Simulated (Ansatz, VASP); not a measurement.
# Si7Ge: VASP beside Ansatz

```
Si Ge
1.0
     5.11855    0.00000    0.00000
     0.00000    5.11855    0.00000
     0.00000    0.00000    5.54697
Si Ge
7 1
Direct
  0.25260 0.25260 0.25260
  0.00000 0.50000 0.50000
  0.50000 0.50000 0.00000
  0.50000 0.00000 0.50000
  0.74740 0.25260 0.74740
  0.74740 0.74740 0.25260
  0.25260 0.74740 0.74740
  0.00000 0.00000 0.00000
```

Alike in both runs: task single point; functional PBEsol; k mesh 8 × 8 × 8; occupations gaussian, width 0.03 eV; no spin polarisation.

|  | VASP | Ansatz |
| --- | --- | --- |
| version | VASP 6.6.1 | Ansatz 0.2.0 |
| potentials or method | VASP PAW PBE potentials, release 64 (Si, Ge_d), cutoff 520 eV | scalar-relativistic, plane waves, PAW |
| valence electrons in the cell | 42 | 42 |

VASP gave:

- gap on the k mesh at the Fermi level (eV): none
- pressure (GPa): 12.7
- traceless stress, the component that is largest in VASP (GPa): -5.43
- rms of the force components (eV/Å): 0.015

Question: Estimate Ansatz's values.

Answer: gap on the k mesh at the Fermi level (eV): none; pressure (GPa): 12.6; traceless stress, the component that is largest in VASP (GPa): -5.44; rms of the force components (eV/Å): 0.016.

VASP's potentials were made for PBE, not for PBEsol, and Ansatz warns of the same on its side. Atom by atom the forces differ by 0.004 eV/Å (rms over components). A gap of «none» marks a metal or a gap that the smearing closes.
